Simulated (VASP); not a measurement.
A run of VASP 6.6.1:

Contents of INCAR:

```
PREC = Accurate ; ENCUT = 520
EDIFF = 1E-6 ; ISMEAR = 0
SIGMA = 0.05 ; LREAL = Auto
LASPH = True ; NELM = 60
ALGO = Normal ; ISIF = 2
LWAVE = False ; LCHARG = False
GGA = PS ; NBANDS = 92
```

KPOINTS

```
regular mesh
0
Gamma
  3 3 1
```

The input POSCAR:

```
Ba3Ti3CO9F4
1.0
    5.6433910000      0.0000000000      0.0000000000
   -2.8216950000      4.9139330000      0.0000000000
    0.0000000000      0.0000000000     18.9026330000
Ba Ti O C F
3 3 9 1 4
Direct
    0.0000000000      0.0000000000      0.0529026800
    0.6635781095      0.3220687550      0.1792007205
    0.3521729610      0.6708133694      0.3174873544
    0.3250601300      0.6501203800      0.1166970600
    1.0006219872      0.9885958740      0.2433536818
    0.7080855736      0.3385071688      0.3644781202
    0.1557201646      0.3158240518      0.1543405218
    0.1617411103      0.8265599218      0.1513402514
    0.6644520737      0.8181233529      0.1507434004
    0.8420761284      0.6521082741      0.2826869993
    0.8196387030      0.1453058040      0.2822661414
    0.3287685035      0.1603689847      0.2816244273
    0.4455472931      0.0443266764      0.4204672688
    0.5831159247      0.5519913172      0.4160044599
    1.0004480863      0.4416488494      0.4053891416
    0.4221912797      0.0228433306      0.4915650906
    0.8037148602      0.8292292362      0.4157584168
    0.2333739749      0.0841833399      0.5143097961
    0.3460287016     -0.2301790499      0.5131593526
    0.6579067301      0.1922006169      0.5248093352
```

Potentials or basis: VASP PAW PBE potentials, release 64 (Ba_sv, Ti_sv, O, C, F).

The run is started by

```bash
$ cat potpaw_PBE.64/Ba_sv/POTCAR potpaw_PBE.64/Ti_sv/POTCAR potpaw_PBE.64/O/POTCAR potpaw_PBE.64/C/POTCAR potpaw_PBE.64/F/POTCAR > POTCAR
$ mpirun -np 1 vasp_std > vasp.out
```

Hardware: 1 thread of Intel(R) Xeon(R) Platinum 8488C (Sapphire Rapids), on a shared host.

Question: How long does it take, and how much memory?

Answer: Wall time 9 min on 1 thread of Intel(R) Xeon(R) Platinum 8488C (Sapphire Rapids), with other jobs on the host, peak memory 0.63 GiB. Counts: scf iterations 27, k points 5.
